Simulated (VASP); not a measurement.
The system is Ba3SbP.

```
CELL_PARAMETERS angstrom
6.11318 0.00000 0.00000
0.00000 6.11318 0.00000
0.00000 0.00000 6.11318
ATOMIC_POSITIONS crystal
Ba 0.00000 0.50000 0.50000
Ba 0.50000 0.00000 0.50000
Ba 0.50000 0.50000 0.00000
Sb 0.00000 0.00000 0.00000
P 0.50000 0.50000 0.50000
```

Base run:

- Program: VASP 6.6.1
- Functional: PBE
- Potentials or basis: VASP PAW PBE potentials, release 64 (Ba_sv, Sb_d_GW, P)
- Cutoff: 500 eV
- k mesh: 4 × 4 × 4
- Occupations: gaussian, width 0.1 eV
- Spin: no spin polarisation

Its results: band gap on the k mesh 0.29 eV; pressure -0.1 GPa.

Q: The run is repeated on the same cell with these changes: functional from PBE to LDA; potentials or basis from VASP PAW PBE potentials, release 64 (Ba_sv, Sb_d_GW, P) to VASP PAW LDA potentials, release 64 (Ba_sv, Sb_d_GW, P). What comes out?

A: Band gap on the k mesh 0.14 eV; pressure -2.0 GPa.

Caveats: semilocal functionals underestimate gaps, and a narrow one can read as zero; spin-orbit coupling is left out, which moves the levels of the heavy elements.

A k mesh can miss the band edges.
